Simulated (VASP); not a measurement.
# AlNi3 in VASP: a series of runs

The runs below take AlNi3 through single point, with PBEsol.

Everything below comes from runs of VASP 6.6.1. Logs are shortened: lines on timing, memory, paths and dates and some standing lists are left out, and cuts for length are marked.

## 1. The cell of the first run

It takes space group Pm-3m (No. 221, cubic). Conventional cell: a = 3.523 Å, b = 3.523 Å, c = 3.523 Å, α = 90.00°, β = 90.00°, γ = 90.00°. Ni (site symmetry 4/mmm) has 8 Ni at 2.49 Å and 4 Al at 2.49 Å within 3.3 Å. Al (site symmetry m-3m) has 12 Ni at 2.49 Å within 3.3 Å.

## 2. Single point, PBEsol, non-collinear spin, typed start

File INCAR:

```
SYSTEM = AlNi3
PREC = Accurate ; ENCUT = 520
EDIFF = 1E-6 ; ISMEAR = -1
SIGMA = 0.05 ; LREAL = .FALSE.
LASPH = .TRUE. ; NELM = 150
ALGO = Fast ; ISIF = 2
LWAVE = .FALSE. ; LCHARG = .TRUE.
LNONCOLLINEAR = .TRUE. ; MAGMOM = -0.112 -0.24 -0.594 -0.071 0.038 0.04 -0.095 0.119 -0.096 0 0 0
LORBIT = 11 ; LMAXMIX = 4
GGA = PS ; LVHAR = .TRUE.
NBANDS = 47
```

File KPOINTS:

```
regular mesh
0
G
  6 6 6
  0 0 0
```

File POSCAR:

```
AlNi3
1.0
    3.5230547267      0.0000000000      0.0000000000
    0.0000000000      3.5230547267      0.0000000000
    0.0000000000      0.0000000000      3.5230547267
Ni Al
3 1
Direct
    0.5000000000      0.5000000000      0.0000000000
    0.5000000000      0.0000000000      0.5000000000
    0.0000000000      0.5000000000      0.5000000000
    0.0000000000      0.0000000000      0.0000000000
```

Potentials or basis: VASP PAW PBE potentials, release 64 (Ni, Al).

On the command line:

```
> cat potpaw_PBE.64/Ni/POTCAR potpaw_PBE.64/Al/POTCAR > POTCAR
> mpirun -np 1 vasp_ncl > vasp.out
```

OUTCAR:

```text
SYSTEM = AlNi3
   PREC = Accurate
   ENCUT = 520
   EDIFF = 1E-6
   ISMEAR = -1
   LREAL = .FALSE.
   LASPH = .TRUE.
   NELM = 150
   ISIF = 2
   LNONCOLLINEAR = .TRUE.
   LORBIT = 11
   GGA = PS

 ion  position               nearest neighbor table
   1  0.500  0.500  0.000-   2 2.49   3 2.49   4 2.49   2 2.49   3 2.49   2 2.49   4 2.49   2 2.49
                             3 2.49   4 2.49   3 2.49   4 2.49
   2  0.500  0.000  0.500-   1 2.49   3 2.49   4 2.49   1 2.49   4 2.49   1 2.49   3 2.49   1 2.49
                             3 2.49   4 2.49   4 2.49   3 2.49
   3  0.000  0.500  0.500-   1 2.49   2 2.49   4 2.49   1 2.49   4 2.49   2 2.49   4 2.49   4 2.49
                             1 2.49   2 2.49   1 2.49   2 2.49
   4  0.000  0.000  0.000-   1 2.49   2 2.49   3 2.49   2 2.49   3 2.49   1 2.49   3 2.49   3 2.49
                             1 2.49   2 2.49   2 2.49   1 2.49

  LATTYP: Found a simple cubic cell.
 ALAT       =     3.5230547267

  Lattice vectors:

 A1 = (   3.5230547267,   0.0000000000,   0.0000000000)
 A2 = (   0.0000000000,   3.5230547267,   0.0000000000)
 A3 = (   0.0000000000,   0.0000000000,   3.5230547267)

Analysis of symmetry for initial positions (statically):
=====================================================================
 Subroutine PRICEL returns:
 Original cell was already a primitive cell.

 Routine SETGRP: Setting up the symmetry group for a
 simple cubic supercell.

 Subroutine GETGRP returns: Found 48 space group operations
 (whereof 48 operations were pure point group operations)
 out of a pool of 48 trial point group operations.

The static configuration has the point symmetry O_h .

Analysis of symmetry for dynamics (positions and initial velocities):
=====================================================================
 Subroutine PRICEL returns:
 Original cell was already a primitive cell.

 Routine SETGRP: Setting up the symmetry group for a
 simple cubic supercell.

 Subroutine GETGRP returns: Found 48 space group operations
 (whereof 48 operations were pure point group operations)
 out of a pool of 48 trial point group operations.

The dynamic configuration has the point symmetry O_h .

Analysis of structural, dynamic, and magnetic symmetry:
=====================================================================
 Subroutine PRICEL returns:
 Original cell was already a primitive cell.

 Routine SETGRP: Setting up the symmetry group for a
 simple cubic supercell.

 Subroutine GETGRP returns: Found  2 space group operations
 (whereof  2 operations were pure point group operations)
 out of a pool of 48 trial point group operations.
[... 147 lines left out ...]
  ext. energy  EPLUGINS =         0.00000000
  ---------------------------------------------------
  free energy    TOTEN  =       -24.30747074 eV

  energy without entropy =      -24.27642008  energy(sigma->0) =      -24.29194541

 E-fermi :   9.7555     XC(G=0): -13.0036

 val. band max:        9.7332892823   @ k =  -0.3333  -0.1667   0.3333
 cond. band min:       9.7749253989   @ k =   0.0000   0.0000   0.0000
 fundamental gap:      0.0416361166
 Fermi energy:         9.7555325162

 k-point     1 :       0.0000    0.0000    0.0000
  band No.  band energies     occupation
      1      -0.4263      1.00000
      2      -0.4077      1.00000
      3       5.2805      1.00000
      4       5.3705      1.00000
      5       5.9735      1.00000
      6       5.9735      1.00000
[... 1141 lines left out ...]
     44      18.2809      0.00000
     45      19.2502      0.00000

 [... further k-points ...]

 [bands above 45 left out]

------------------------ aborting loop because EDIFF is reached ----------------------------------------

  FORCE on cell =-STRESS in cart. coord.  units (eV):
  Direction    XX          YY          ZZ          XY          YZ          ZX
  --------------------------------------------------------------------------------------
  -------------------------------------------------------------------------------------
  Total       -0.1399130     -0.1398923     -0.1398557      0.0000018      0.0000002     -0.0000017
  in kB       -5.1263772     -5.1256168     -5.1242774      0.0000657      0.0000055     -0.0000630
  external PRESSURE =      -5.1254238 kB  Pullay stress =       0.0000000 kB

 VOLUME and BASIS-vectors are now :
 -----------------------------------------------------------------------------
  energy-cutoff  :      520.00
  volume of cell :       43.73
      direct lattice vectors                 reciprocal lattice vectors
     3.523054727  0.000000000  0.000000000     0.283844583  0.000000000  0.000000000
     0.000000000  3.523054727  0.000000000     0.000000000  0.283844583  0.000000000
     0.000000000  0.000000000  3.523054727     0.000000000  0.000000000  0.283844583

 POSITION                                       TOTAL-FORCE (eV/Angst)
 -----------------------------------------------------------------------------------
      1.76153      1.76153      0.00000         0.000000      0.000000      0.000000
      1.76153      0.00000      1.76153         0.000000      0.000000      0.000000
      0.00000      1.76153      1.76153         0.000000      0.000000      0.000000
      0.00000      0.00000      0.00000         0.000000      0.000000      0.000000
 -----------------------------------------------------------------------------------
    total drift:                                0.000000      0.000000      0.000000

  FREE ENERGIE OF THE ION-ELECTRON SYSTEM (eV)
  ---------------------------------------------------
  free  energy   TOTEN  =       -24.3074707391 eV

  energy  without entropy=      -24.2764200812  energy(sigma->0) =      -24.29194541

 total charge

# of ion       s       p       d       tot
------------------------------------------
    1        0.511   0.550   8.395   9.456
    2        0.511   0.550   8.395   9.456
    3        0.511   0.550   8.395   9.456
    4        0.410   0.404   0.000   0.815
--------------------------------------------------
tot          1.943   2.054  25.184  29.181

 magnetization (x)

# of ion       s       p       d       tot
------------------------------------------
    1        0.001   0.003  -0.092  -0.088
    2        0.001   0.003  -0.092  -0.088
    3        0.001   0.003  -0.092  -0.088
    4        0.000   0.003   0.000   0.003
--------------------------------------------------
tot          0.003   0.011  -0.276  -0.262

 magnetization (y)

# of ion       s       p       d       tot
------------------------------------------
    1        0.000   0.001  -0.029  -0.028
    2        0.000   0.001  -0.029  -0.028
    3        0.000   0.001  -0.029  -0.028
    4        0.000   0.001   0.000   0.001
--------------------------------------------------
tot          0.001   0.004  -0.088  -0.084

 magnetization (z)

# of ion       s       p       d       tot
------------------------------------------
    1        0.002   0.007  -0.221  -0.212
    2        0.002   0.007  -0.221  -0.212
    3        0.002   0.007  -0.221  -0.212
    4        0.000   0.007   0.000   0.007
--------------------------------------------------
tot          0.007   0.027  -0.663  -0.629
```

stdout:

```text
POSCAR found type information on POSCAR NiAl
 POSCAR found :  2 types and       4 ions
 scaLAPACK will be used
 -----------------------------------------------------------------------------
|                                                                             |
|                                                                             |
|     You enforced a specific xc type in the INCAR file but a different       |
|     I HOPE YOU KNOW WHAT YOU ARE DOING!                                     |
|                                                                             |
 -----------------------------------------------------------------------------

 LDA part: xc-table for (Slater+PW92), standard interpolation
 POSCAR, INCAR and KPOINTS ok, starting setup
 FFT: planning ... GRIDC
 FFT: planning ... GRID_SOFT
 FFT: planning ... GRID
 WAVECAR not read
 entering main loop
WARNING in EDDRMM: call to ZHEGV failed, returncode =   8  4     45
WARNING in EDDRMM: call to ZHEGV failed, returncode =   8  4     44
```

Run time: 11 min. Hardware: 1 thread of Oxide Virtual Turin-like, shared host; peak memory 0.43 GiB.

What came out:

```
Free energy                                           : -24.3075 eV
Pressure                                              : -0.5 GPa
Band gap on the k mesh                                : zero (bands 33 and 34 overlap by 1.30 eV)
Net moment                                            : 0.66 μB per cell
Valence electrons inside the program's atomic spheres : Ni 9.46; Al 0.81
```

Moments on the atoms (μB; x, y, z):
```
Ni  -0.09 -0.03 -0.21
Ni  -0.09 -0.03 -0.21
Ni  -0.09 -0.03 -0.21
Al   0.00  0.00  0.01
```

Caveat: the PAW data sets were made with another functional, which shifts forces and pressure a little.

## 3. Single point, PBEsol, collinear spin, ferromagnetic start (atoms moved at random)

File INCAR:

```
SYSTEM = AlNi3
ALGO     = Normal         ! electronic algorithm
EDIFF    = 1E-7           ! SCF threshold, eV
ENCUT    = 520            ! plane-wave cutoff, eV
GGA      = PS             ! functional
ISIF     = 2              ! what is computed and relaxed
ISMEAR   = -1             ! smearing method
ISPIN    = 2              ! spin polarisation
LASPH    = .True.         ! aspherical terms in the spheres
LCHARG   = .False.        ! write CHGCAR
LMAXMIX  = 4              ! l up to which the mixer works
LORBIT   = 11             ! projections on sites
LREAL    = .False.        ! projectors in reciprocal space
LWAVE    = .False.        ! write WAVECAR
MAGMOM   = 1 1 1 0        ! initial moments
NBANDS   = 28             ! bands
NELM     = 150            ! most SCF steps
PREC     = Accurate       ! precision mode
SIGMA    = 0.05           ! smearing width, eV
```

File KPOINTS:

```
k-points
0
Gamma
  8 8 8
  0 0 0
```

File POSCAR:

```
AlNi3
1.0
    3.5230547267      0.0000000000      0.0000000000
    0.0000000000      3.5230547267      0.0000000000
    0.0000000000      0.0000000000      3.5230547267
Ni Al
3 1
Direct
    0.5026850000      0.4964100000      0.0135770000
    0.5005900000      0.0062450000      0.4979510000
   -0.0162060000      0.4975420000      0.5045350000
   -0.0001420000     -0.0006570000     -0.0019820000
```

Potentials or basis: VASP PAW PBE potentials, release 64 (Ni, Al).

On the command line:

```
> cat potpaw_PBE.64/Ni/POTCAR potpaw_PBE.64/Al/POTCAR > POTCAR
> mpirun -np 1 vasp_std > vasp.out
```

It took 16 min on 1 thread of Oxide Virtual Turin-like, shared host; peak memory 0.48 GiB.

It converged, with:

- Free energy: -24.2698 eV
- Pressure: -0.1 GPa
- Largest force: 0.596 eV/Å
- Net moment: 0.62 μB per cell
- Site moments: Ni +0.22; Al -0.01 μB
- Valence electrons inside the program's atomic spheres: Ni 9.46; Al 0.81

Forces in eV/Å, atoms in the order of the input:
```
Ni  -0.358  0.211 -0.389
Ni  -0.289 -0.301  0.264
Ni   0.568  0.173  0.048
Al   0.079 -0.084  0.077
```

Stress tensor (GPa, compression positive):
```
-0.20  0.17  0.22
 0.17 -0.07 -0.20
 0.22 -0.20 -0.07
```

Levels at points of the mesh, in eV from the Fermi level:
Spin up:
| k point | band 14 | band 15 | band 16 | band 17 | band 18 | band 19 | band 20 | band 21 |
| --- | --- | --- | --- | --- | --- | --- | --- | --- |
| (0.00, 0.00, 0.00) | -0.03 | -0.03 | -0.03 | 0.87 | 0.89 | 0.90 | 6.71 | 6.72 |
| (0.50, 0.00, 0.00) | -1.11 | -1.04 | -0.49 | -0.03 | 5.54 | 5.55 | 5.79 | 5.80 |
| (0.00, 0.50, 0.00) | -1.09 | -1.04 | -0.49 | -0.03 | 5.59 | 5.60 | 5.72 | 5.74 |
| (0.00, 0.00, 0.50) | -1.10 | -1.03 | -0.49 | -0.03 | 5.59 | 5.60 | 5.73 | 5.73 |
| (0.50, 0.50, 0.00) | -1.16 | -0.97 | -0.95 | -0.57 | 0.91 | 0.91 | 8.27 | 8.30 |
| (0.00, 0.50, 0.50) | -1.19 | -0.96 | -0.94 | -0.57 | 0.91 | 0.91 | 8.27 | 8.29 |
| (0.50, 0.00, 0.50) | -1.15 | -0.97 | -0.95 | -0.58 | 0.91 | 0.92 | 8.25 | 8.30 |
| (0.50, 0.50, 0.50) | -1.07 | -1.06 | -0.27 | -0.21 | -0.21 | -0.20 | 3.61 | 4.16 |
Spin down:
| k point | band 14 | band 15 | band 16 | band 17 | band 18 | band 19 |
| --- | --- | --- | --- | --- | --- | --- |
| (0.00, 0.00, 0.00) | 0.32 | 0.32 | 0.33 | 0.85 | 0.88 | 0.89 |
| (0.50, 0.00, 0.00) | -0.92 | -0.83 | -0.31 | 0.32 | 5.59 | 5.60 |
| (0.00, 0.50, 0.00) | -0.88 | -0.83 | -0.31 | 0.33 | 5.63 | 5.65 |
| (0.00, 0.00, 0.50) | -0.89 | -0.83 | -0.31 | 0.33 | 5.64 | 5.65 |
| (0.50, 0.50, 0.00) | -1.02 | -0.80 | -0.62 | -0.45 | 1.16 | 1.16 |
| (0.00, 0.50, 0.50) | -1.06 | -0.79 | -0.61 | -0.45 | 1.15 | 1.16 |
| (0.50, 0.00, 0.50) | -1.02 | -0.79 | -0.63 | -0.45 | 1.16 | 1.16 |
| (0.50, 0.50, 0.50) | -0.90 | -0.90 | -0.26 | 0.09 | 0.10 | 0.10 |

Caveat: the cell differs from its parent crystal (atoms moved at random); the PAW data sets were made with another functional, which shifts forces and pressure a little.
